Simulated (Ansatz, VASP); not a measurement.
**KCl: VASP beside Ansatz**

```
K Cl
1.0
     5.39672    0.00000    0.00000
    -2.69836    4.67369    0.00000
     0.00000    0.00000    6.30095
K Cl
2 2
Direct
  0.33333 0.66667 0.93750
  0.66667 0.33333 0.43750
  0.33333 0.66667 0.43750
  0.66667 0.33333 0.93750
```

Alike in both runs: task single point; functional r2SCAN; k mesh 6 × 6 × 4; no spin polarisation.

```csv
,VASP,Ansatz
version,VASP 6.6.1,Ansatz 0.2.0
potentials or method,"VASP PAW PBE potentials, release 64 (K_sv, Cl)","plane waves, PAW"
plane-wave cutoff (eV),520,500
occupations,"gaussian, width 0.01 eV",fixed
valence electrons in the cell,32,32
```

```tsv
	VASP	Ansatz	Ansatz less VASP
gap on the k mesh at the Fermi level (eV)	5.31	5.31	-0.002
pressure (GPa)	-0.4	-0.4	+0.02
traceless stress, the component that is largest in VASP (GPa)	-0.05	-0.06	-0.002
```

VASP's potentials were made for PBE, not for r2SCAN.
